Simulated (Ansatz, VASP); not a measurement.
One calculation of AgPt3, two programs

Contents of INCAR:

```
SYSTEM = AgPt3
PREC = Accurate ; ENCUT = 520
EDIFF = 1E-8 ; ISMEAR = -1
SIGMA = 0.08 ; LREAL = .False.
LASPH = .True. ; NELM = 60
ALGO = Normal ; ISIF = 2
LWAVE = .False. ; LCHARG = .False.
GGA = CA ; LEFG = .True.
NBANDS = 28
```

Contents of KPOINTS:

```
Automatic mesh
0
Gamma
  9 9 9
  0 0 0
```

File POSCAR:

```
AgPt3
1.0
    3.9390000000      0.0000000000      0.0000000000
    0.0000000000      3.9390000000      0.0000000000
    0.0000000000      0.0000000000      3.9000000000
Ag Pt
1 3
Direct
    0.0000000000      0.0000000000      0.0000000000
    0.0000000000      0.5000000000      0.5000000000
    0.5000000000      0.0000000000      0.5000000000
    0.5000000000      0.5000000000      0.0000000000
```

Input for Ansatz:

```yaml
crystal:
  lattice:
    - [3.939, 0.0, 0.0]
    - [0.0, 3.939, 0.0]
    - [0.0, 0.0, 3.9]
  atoms:
    - { symbol: Ag, position: [0.0, 0.0, 0.0] }
    - { symbol: Pt, position: [0.0, 0.5, 0.5] }
    - { symbol: Pt, position: [0.5, 0.0, 0.5] }
    - { symbol: Pt, position: [0.5, 0.5, 0.0] }
kpoints:
  mp_grid: { grid: [9, 9, 9] }
scf:
  occupations: { method: fermi_dirac, width: 0.08 }
hamiltonian:
  xc: lda
  pseudopotentials: { kind: paw }
output:
  forces: true
  stress: true
  eigenvalues: true
  efg: { contact_densities: true }
```

Change from the starting cell: equal xx and yy strain of +1 %, PAW files.

Alike in both runs: task electric field gradients; functional LDA; k mesh 9 × 9 × 9; occupations fermi-dirac, width 0.08 eV; no spin polarisation.

|  | VASP | Ansatz |
| --- | --- | --- |
| version | VASP 6.6.1 | Ansatz 0.2.0 |
| potentials or method | VASP PAW LDA potentials, release 64 (Ag, Pt) | PAW with Ansatz's default frozen-core files, scalar-relativistic |
| plane-wave cutoff (eV) | 520 | 420 |
| valence electrons in the cell | 41 | 73 |

Ansatz gave:

- pressure (GPa): -2.8
- traceless stress, the component that is largest in VASP (GPa): 0.67
- size of Vzz on the site where it differs most (V/Å²): 8.0

Task: What did VASP give for the same quantities?

Result: Pressure (GPa): -2.3; traceless stress, the component that is largest in VASP (GPa): 0.67; size of Vzz on the site where it differs most (V/Å²): 17.4.

LDA's correlation is that of Perdew and Zunger in VASP and of Perdew and Wang (1992) in Ansatz. VASP's potentials hold 41 valence electrons a cell and Ansatz's 73, so a difference there can come from the potentials and not from the codes.

Spin-orbit coupling is off throughout.
